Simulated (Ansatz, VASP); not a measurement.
This is a calculation of Pd for Ansatz 0.2.0.

The input input.yaml:

```yaml
crystal:
  lattice:
    - [0.0, 1.9465, 1.9465]
    - [1.9465, 0.0, 1.9465]
    - [1.9465, 1.9465, 0.0]
  atoms:
    - { symbol: Pd, position: [0.0, 0.0, 0.0] }
kpoints:
  mp_grid: { grid: [12, 12, 12] }
scf:
  occupations: { method: gaussian, width: 0.02 }
hamiltonian:
  xc: pbe
  pseudopotentials: { kind: all_electron, lapw: { basis_error: 0.001 } }
output:
  forces: true
  stress: true
  eigenvalues: true
```

Potentials or basis: all-electron LAPW, scalar-relativistic.

The run is started by

```bash
$ ansatz run input.yaml --threads 1 --pin off --max-ram 3072MiB --backend cpu --events-out ev --progress --plain --runs-dir out
```

Set up the same calculation for VASP 6.6.1. Potentials there: VASP PAW PBE potentials, release 64 (Pd).

As run (the cutoff follows the program's own potentials):

Contents of INCAR:

```
SYSTEM = Pd
PREC = Accurate ; ENCUT = 520
EDIFF = 1E-7 ; ISMEAR = 0
SIGMA = 0.02 ; LREAL = .False.
LASPH = .True. ; NELM = 80
ALGO = Normal ; ISIF = 2
LWAVE = .False. ; LCHARG = .False.
GGA = PE ; NBANDS = 11
```

The input KPOINTS:

```
regular mesh
0
Gamma
  12 12 12
  0 0 0
```

The input POSCAR:

```
Pd
1.0
    0.0000000000      1.9465000000      1.9465000000
    1.9465000000      0.0000000000      1.9465000000
    1.9465000000      1.9465000000      0.0000000000
Pd
1
Direct
    0.0000000000      0.0000000000      0.0000000000
```

Potentials or basis: VASP PAW PBE potentials, release 64 (Pd).

The run is started by

```sh
$ cat potpaw_PBE.64/Pd/POTCAR > POTCAR
$ mpirun -np 1 vasp_std > vasp.out
```

Both were run:

|  | VASP | Ansatz | Ansatz less VASP |
| --- | --- | --- | --- |
| gap on the k mesh at the Fermi level (eV) | none | none | - |
| pressure (GPa) | 6.6 | 6.8 | +0.22 |

A gap of «none» marks a metal or a gap that the smearing closes. Ansatz ran all-electron here, and VASP with PAW potentials.
